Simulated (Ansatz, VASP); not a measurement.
**MgS: VASP beside Ansatz**

The input POSCAR:

```
MgS
1.0
    3.6792890000      0.0000000000      0.0000000000
    1.8396445000      3.1863577419      0.0000000000
    1.8396445000      1.0621192473      3.0041268887
Mg S
1 1
Direct
    0.0000000000      0.0000000000      0.0000000000
    0.5000000000      0.5000000000      0.5000000000
```

The input INCAR.step1:

```
ALGO = Normal
EDIFF = 1E-5
ENCUT = 520
GGA = PE
GGA_COMPAT = F
ISIF = 2
ISMEAR = 0
LASPH = T
LCHARG = F
LREAL = F
LWAVE = T
NBANDS = 11
NELM = 120
PREC = Accurate
SIGMA = 0.01
```

The input INCAR.step2:

```
ALGO = Normal
EDIFF = 1E-6
ENCUT = 520
GGA = PE
GGA_COMPAT = F
HFSCREEN = 0.2079
ISIF = 2
ISMEAR = 0
ISTART = 1
LASPH = T
LCHARG = F
LHFCALC = T
LREAL = F
LWAVE = F
NBANDS = 11
NELM = 120
PREC = Accurate
PRECFOCK = Normal
SIGMA = 0.01
```

File KPOINTS:

```
k-points
0
Gamma
  4 4 4
```

Input for Ansatz:

```yaml
crystal:
  lattice:
    - [3.679289, 0.0, 0.0]
    - [1.8396445000000003, 3.186357741864643, 0.0]
    - [1.8396445000000003, 1.0621192472882146, 3.0041268887449917]
  atoms:
    - { symbol: Mg, position: [0.0, 0.0, 0.0] }
    - { symbol: S, position: [0.5, 0.49999999999999994, 0.5] }
basis:
  ecutwfc: 450.0
kpoints:
  mp_grid:
    grid: [4, 4, 4]
hamiltonian:
  xc: hse06
scf:
  occupations:
    method: fixed
output:
  eigenvalues: true
```

Alike in both runs: task single point; functional HSE06; k mesh 4 × 4 × 4; no spin polarisation.

```csv
,VASP,Ansatz
version,VASP 6.6.1,Ansatz 0.2.0
potentials or method,"VASP PAW PBE potentials, release 64 (Mg, S), cutoff 520 eV","plane waves, PAW"
occupations,"gaussian, width 0.01 eV",fixed
valence electrons in the cell,8,16
```

```csv
,VASP,Ansatz,Ansatz less VASP
gap on the k mesh at the Fermi level (eV),3.75,3.80,+0.052
```

VASP's potentials hold 8 valence electrons a cell and Ansatz's 16, so a difference there can come from the potentials and not from the codes.

The k mesh is coarse, so the values compare programs but aren't converged.
